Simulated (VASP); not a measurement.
# Sc (P6_3/mmc) in VASP: settings compared

Sc is run at these levels: PBE, PBE+D3(BJ); tasks: single point.

Program: VASP 6.6.1. These are calculated values, not measurements. Logs are shortened: lines on timing, memory, paths and dates and some standing lists are left out, and cuts for length are marked.

### Step 1. The cell of the first run

Symmetry: P6_3/mmc, No. 194, hexagonal system. Conventional cell: a = 3.025 Å, b = 3.025 Å, c = 4.677 Å, α = 90.00°, β = 90.00°, γ = 120.00°. Sc (site symmetry -6m2) has 12 Sc at 2.92 to 3.02 Å within 3.8 Å.

### Step 2. Single point, PBE (volume scaled by 0.75)

Contents of INCAR:

```
SYSTEM = Sc
ALGO = Normal
EDIFF = 1E-6
ENCUT = 520
GGA = PE
ISIF = 2
ISMEAR = -1
LASPH = .TRUE.
LCHARG = .TRUE.
LELF = .TRUE.
LREAL = .FALSE.
LVHAR = .TRUE.
LWAVE = .FALSE.
NBANDS = 18
NELM = 80
PREC = Accurate
SIGMA = 0.08
```

Contents of KPOINTS:

```
k-points
0
G
  13 13 7
  0 0 0
```

Contents of POSCAR:

```
Sc
1.0
    3.0246133111      0.0000000000      0.0000000000
   -1.5123066556      2.6193919641      0.0000000000
    0.0000000000      0.0000000000      4.6771361130
Sc
2
Direct
    0.3333333333      0.6666666667      0.2500000000
    0.6666666667      0.3333333333      0.7500000000
```

Potentials or basis: VASP PAW PBE potentials, release 64 (Sc_sv).

Launch:

```console
> cat potpaw_PBE.64/Sc_sv/POTCAR > POTCAR
> mpirun -np 1 vasp_std > vasp.out
```

OUTCAR:

```text
SYSTEM = Sc
   EDIFF = 1E-6
   ENCUT = 520
   GGA = PE
   ISIF = 2
   ISMEAR = -1
   LASPH = .TRUE.
   LREAL = .FALSE.
   NELM = 80
   PREC = Accurate

 ion  position               nearest neighbor table
   1  0.333  0.667  0.250-   2 2.92   2 2.92   2 2.92   2 2.92   2 2.92   2 2.92
   2  0.667  0.333  0.750-   1 2.92   1 2.92   1 2.92   1 2.92   1 2.92   1 2.92

  LATTYP: Found a hexagonal cell.
 ALAT       =     3.0246133111
 C/A-ratio  =     1.5463583711

  Lattice vectors:

 A1 = (   3.0246133111,   0.0000000000,   0.0000000000)
 A2 = (  -1.5123066556,   2.6193919641,   0.0000000000)
 A3 = (   0.0000000000,   0.0000000000,   4.6771361130)

Analysis of symmetry for initial positions (statically):
=====================================================================
 Subroutine PRICEL returns:
 Original cell was already a primitive cell.

 Routine SETGRP: Setting up the symmetry group for a
 hexagonal supercell.

 Subroutine GETGRP returns: Found 24 space group operations
 (whereof 12 operations were pure point group operations)
 out of a pool of 24 trial point group operations.

The static configuration has the point symmetry D_3d.
 The point group associated with its full space group is D_6h.

Analysis of symmetry for dynamics (positions and initial velocities):
=====================================================================
 Subroutine PRICEL returns:
 Original cell was already a primitive cell.

 Routine SETGRP: Setting up the symmetry group for a
 hexagonal supercell.

 Subroutine GETGRP returns: Found 24 space group operations
 (whereof 12 operations were pure point group operations)
 out of a pool of 24 trial point group operations.

The dynamic configuration has the point symmetry D_3d.
 The point group associated with its full space group is D_6h.

 Subroutine INISYM returns: Found 24 space group operations
 (whereof 12 operations are pure point group operations),
 and found     1 'primitive' translations

----------------------------------------------------------------------------------------

                                     Primitive cell

  volume of cell :      37.0553

  direct lattice vectors                    reciprocal lattice vectors
     3.024613311  0.000000000  0.000000000     0.330620776  0.190883994  0.000000000
    -1.512306656  2.619391964  0.000000000     0.000000000  0.381767988  0.000000000
     0.000000000  0.000000000  4.677136113     0.000000000  0.000000000  0.213806051

  length of vectors
     3.024613311  3.024613311  4.677136113     0.381767988  0.381767988  0.213806051

  position of ions in fractional coordinates (direct lattice)
     0.333333333  0.666666667  0.250000000
     0.666666667  0.333333333  0.750000000

  ion indices of the primitive-cell ions
   primitive index   ion index
                 1           1
                 2           2

----------------------------------------------------------------------------------------

 KPOINTS: k-points

Automatic generation of k-mesh.
 Grid dimensions read from file:
 generate k-points for:   13   13    7

 Generating k-lattice:

  Cartesian coordinates                     Fractional coordinates (reciprocal lattice)
     0.025432367  0.014683384  0.000000000     0.076923077  0.000000000  0.000000000
     0.000000000  0.029366768  0.000000000     0.000000000  0.076923077  0.000000000
     0.000000000  0.000000000  0.030543722     0.000000000  0.000000000  0.142857143

  Length of vectors
     0.029366768  0.029366768  0.030543722

  Shift w.r.t. Gamma in fractional coordinates (k-lattice)
     0.000000000  0.000000000  0.000000000

 Subroutine IBZKPT returns following result:
 ===========================================

 Found     84 irreducible k-points:

 Following reciprocal coordinates:
            Coordinates               Weight
  0.000000  0.000000  0.000000      1.000000
  0.076923 -0.000000  0.000000      6.000000
  0.153846  0.000000  0.000000      6.000000
  0.230769 -0.000000  0.000000      6.000000
  0.307692  0.000000  0.000000      6.000000
  0.384615  0.000000  0.000000      6.000000
[... 16 lines left out ...]
  0.076923 -0.000000  0.142857     12.000000
  0.153846  0.000000  0.142857     12.000000
 [... further k-points ...]
   k-points           NKPTS =     84   k-points in BZ     NKDIM =     84   number of bands    NBANDS=     18
   number of dos      NEDOS =    301   number of ions     NIONS =      2
   total plane-waves  NPLWV =  20736
   dimension x,y,z NGX =    24 NGY =   24 NGZ =   36
   dimension x,y,z NGXF=    48 NGYF=   48 NGZF=   72
   ions per type =               2
   NGX,Y,Z   is equivalent  to a cutoff of  13.19, 13.19, 12.80 a.u.
   NGXF,Y,Z  is equivalent  to a cutoff of  26.38, 26.38, 25.59 a.u.
 SYSTEM =  Sc
   PREC   = accura    normal or accurate (medium, high low for compatibility)
   ISTART =      0    job   : 0-new  1-cont  2-samecut
   ICHARG =      2    charge: 1-file 2-atom 10-const
   ISPIN  =      1    spin polarized calculation?
   LNONCOLLINEAR =      F non collinear calculations
   LSORBIT =      F    spin-orbit coupling
   LASPH  =      T    aspherical Exc in radial PAW
   ENCUT  =  520.0 eV  38.22 Ry    6.18 a.u.   5.62  5.62  8.70*2*pi/ulx,y,z
   NELM   =     80;   NELMIN=  2; NELMDL= -5     # of ELM steps
   EDIFF  = 0.1E-05   stopping-criterion for ELM
   LREAL  =      F    real-space projection
   EDIFFG = 0.1E-04   stopping-criterion for IOM
   NSW    =      0    number of steps for IOM
   IBRION =     -1    ionic relax: 0-MD 1-quasi-New 2-CG
   NFREE  =      0    steps in history (QN), initial steepest desc. (CG)
   ISIF   =      2    stress and relaxation
   ISYM   =      2    0-nonsym 1-usesym 2-fastsym
   POTIM  = 0.5000    time-step for ionic-motion
   TEBEG  =    0.0;   TEEND  =   0.0 temperature during run
   PSTRESS=    0.0 pullay stress
   NELECT =      22.0000    total number of electrons
   NUPDOWN=      -1.0000    fix difference up-down
   EMIN   =  10.00;   EMAX   =-10.00  energy-range for DOS
   EFERMI =   0.00;   METHOD = LEGACY
   ISMEAR =    -1;   SIGMA  =   0.08  broadening in eV -4-tet -1-fermi 0-gaus
   EFERMI_NEDOS =   21; number of points for ismear=-14 and -15
   IALGO  =     38    algorithm
   IMIX   =      4    mixing-type and parameters
     AMIX     =   0.40;   BMIX     =  1.00
     AMIX_MAG =   1.60;   BMIX_MAG =  1.00
  volume/ion in A,a.u.               =      18.53       125.03
  Fermi-wavevector in a.u.,A,eV,Ry     =   1.375938  2.600146 25.758632  1.893206
  Thomas-Fermi vector in A             =   2.501228
   LORBIT       =      0    0 simple, 1 ext, 2 COOP (PROOUT), +10 PAW based schemes
   GGA     = PE    functional components
   LHFCALC =     F    Hartree Fock is set to
   AEXX    =    0.0000 exact exchange contribution
   IVDW    =     0    specifies the selected vdW correction
   LEPSILON=     F    determine dielectric tensor
   LRPA    =     F    only Hartree local field effects (RPA)
 non-spin polarized calculation
  energy-cutoff  :      520.00
  volume of cell :       37.06
 maximum number of plane-waves:      1019
 NGX is ok and might be reduce to    24
   NGX = 11   NGY = 11   NGZ = 17

 number of electron      21.9999993 magnetization

 Free energy of the ion-electron system (eV)
  ---------------------------------------------------
  ext. energy  EPLUGINS =         0.00000000
  ---------------------------------------------------
  free energy    TOTEN  =       -11.75626108 eV

  energy without entropy =      -11.68644909  energy(sigma->0) =      -11.72135509

 E-fermi :   5.5405     XC(G=0): -11.0895

 val. band max:        5.5213569932   @ k =   0.3077   0.0769   0.4286
 cond. band min:       5.5413996340   @ k =   0.3077   0.0769   0.0000
 fundamental gap:      0.0200426407
 Fermi energy:         5.5404790044

 k-point     1 :       0.0000    0.0000    0.0000
  band No.  band energies     occupation
      1     -43.2200      2.00000
      2     -42.9866      2.00000
      3     -22.4008      2.00000
      4     -21.5251      2.00000
      5     -21.5251      2.00000
      6     -21.3643      2.00000
[... 10 lines left out ...]
     17       8.4553      0.00000
     18       8.4553      0.00000

 k-point     2 :       0.0769   -0.0000    0.0000
  band No.  band energies     occupation
      1     -43.2111      2.00000
      2     -42.9838      2.00000
      3     -22.3814      2.00000
      4     -21.5631      2.00000
      5     -21.5383      2.00000
      6     -21.4042      2.00000
[... 10 lines left out ...]
     17       8.3166      0.00000
     18       8.3366      0.00000

 k-point     3 :       0.1538    0.0000    0.0000
  band No.  band energies     occupation
      1     -43.1860      2.00000
      2     -42.9762      2.00000
      3     -22.3255      2.00000
      4     -21.6690      2.00000
      5     -21.5735      2.00000
      6     -21.5120      2.00000
[... 10 lines left out ...]
     17       8.4833      0.00000
     18       8.5737      0.00000

 k-point     4 :       0.2308   -0.0000    0.0000
  band No.  band energies     occupation
      1     -43.1490      2.00000
      2     -42.9668      2.00000
      3     -22.2396      2.00000
      4     -21.8197      2.00000
      5     -21.6570      2.00000
      6     -21.6208      2.00000
[... 375 lines left out ...]
      4     -21.5172      2.00000
      5     -21.5172      2.00000
      6     -21.3723      2.00000
[... 10 lines left out ...]
     17       8.7044      0.00000
     18       8.7044      0.00000

 k-point    23 :       0.0769   -0.0000    0.1429
  band No.  band energies     occupation
      1     -43.2001      2.00000
      2     -42.9952      2.00000
      3     -22.3333      2.00000
      4     -21.5538      2.00000
      5     -21.5300      2.00000
      6     -21.4338      2.00000
[... 10 lines left out ...]
     17       8.6318      0.00000
     18       8.6794      0.00000

 k-point    24 :       0.1538    0.0000    0.1429
  band No.  band energies     occupation
      1     -43.1758      2.00000
      2     -42.9867      2.00000
      3     -22.2864      2.00000
      4     -21.6553      2.00000
      5     -21.5641      2.00000
      6     -21.5496      2.00000
[... 10 lines left out ...]
     17       8.6213      0.00000
     18       8.7834      0.00000

 [... further k-points ...]

------------------------ aborting loop because EDIFF is reached ----------------------------------------

  FORCE on cell =-STRESS in cart. coord.  units (eV):
  Direction    XX          YY          ZZ          XY          YZ          ZX
  --------------------------------------------------------------------------------------
  -------------------------------------------------------------------------------------
  Total        5.6888095      5.6888095      5.6934115     -0.0000000      0.0000000     -0.0000000
  in kB      245.9697012    245.9697012    246.1686816     -0.0000000      0.0000000     -0.0000000
  external PRESSURE =     246.0360280 kB  Pullay stress =       0.0000000 kB

 VOLUME and BASIS-vectors are now :
 -----------------------------------------------------------------------------
  energy-cutoff  :      520.00
  volume of cell :       37.06
      direct lattice vectors                 reciprocal lattice vectors
     3.024613311  0.000000000  0.000000000     0.330620776  0.190883994  0.000000000
    -1.512306656  2.619391964  0.000000000     0.000000000  0.381767988  0.000000000
     0.000000000  0.000000000  4.677136113     0.000000000  0.000000000  0.213806051

 POSITION                                       TOTAL-FORCE (eV/Angst)
 -----------------------------------------------------------------------------------
     -0.00000      1.74626      1.16928        -0.000000     -0.000000      0.000000
      1.51231      0.87313      3.50785         0.000000      0.000000      0.000000
 -----------------------------------------------------------------------------------
    total drift:                               -0.000000      0.000000     -0.000000

  FREE ENERGIE OF THE ION-ELECTRON SYSTEM (eV)
  ---------------------------------------------------
  free  energy   TOTEN  =       -11.7562610820 eV

  energy  without entropy=      -11.6864490894  energy(sigma->0) =      -11.72135509
```

Run time: 30 s. Hardware: 1 thread of Intel Xeon Platinum 8488C (Sapphire Rapids), shared host; peak memory 0.18 GiB.

Results:

* Free energy: -11.7563 eV
* Pressure: 24.6 GPa
* Band gap on the k mesh: zero (band 11 reaches 7.16 eV, above the bottom of band 12 at 4.94 eV)

Levels at points of the mesh, in eV from the Fermi level:
```csv
k point,band 7,band 8,band 9,band 10,band 11,band 12,band 13,band 14,band 15,band 16
"(0.00, 0.00, 0.00)",-26.90,-26.85,-5.52,-2.08,1.62,1.89,1.89,2.33,2.57,2.57
```

Caveat: the cell differs from its parent crystal (volume scaled by 0.75).

### Step 3. Single point, PBE+D3(BJ)

This run uses another cell than the first one, of 9.88 Å³/atom, 0.533 times its volume.

Contents of INCAR:

```
SYSTEM = Sc
ALGO     = Normal         ! electronic algorithm
EDIFF    = 1E-6           ! SCF threshold, eV
ENCUT    = 500            ! plane-wave cutoff, eV
GGA      = PE             ! functional
GGA_COMPAT= .FALSE.      
ISIF     = 2              ! what is computed and relaxed
ISMEAR   = -1             ! smearing method
IVDW     = 12             ! dispersion correction
LASPH    = .TRUE.         ! aspherical terms in the spheres
LCHARG   = .FALSE.        ! write CHGCAR
LREAL    = .FALSE.        ! projectors in reciprocal space
LWAVE    = .FALSE.        ! write WAVECAR
NBANDS   = 18             ! bands
NELM     = 120            ! most SCF steps
PREC     = Accurate       ! precision mode
SIGMA    = 0.08           ! smearing width, eV
```

KPOINTS is that of step 2.

Contents of POSCAR:

```
Sc
1.0
    2.3645949432      0.0000000000      0.0000000000
   -1.1822974717      2.0477992905      0.0000000000
    0.0000000000      0.0000000000      4.0813603591
Sc
2
Direct
    0.3333333333      0.6666666667      0.2500000000
    0.6666666667      0.3333333333      0.7500000000
```

Potentials or basis: VASP PAW PBE potentials, release 64 (Sc_sv).

Launch:

```console
> cat potpaw_PBE.64/Sc_sv/POTCAR > POTCAR
> mpirun -np 1 vasp_std > vasp.out
```

It took 11 s on 1 thread of Intel Xeon 6975P-C (Granite Rapids), shared host; peak memory 0.15 GiB.

Results (log left out):

- Free energy: -5.3807 eV
- Pressure: 156.7 GPa
- Band gap on the k mesh: zero (band 11 reaches 12.43 eV, above the bottom of band 12 at 9.77 eV)
- Dispersion energy per atom: -0.997 eV

Stress tensor (GPa, compression positive):
```
156.97   0.00   0.00
  0.00 156.97   0.00
  0.00   0.00 156.24
```

Levels at points of the mesh, in eV from the Fermi level:
```tsv
k point	band 8	band 9	band 10	band 11	band 12	band 13	band 14	band 15
(0.00, 0.00, 0.00)	-24.42	-3.74	-2.69	1.25	2.27	2.27	3.26	3.26
```

Caveat: pairwise dispersion overbinds metals, which lowers pressure and volume.
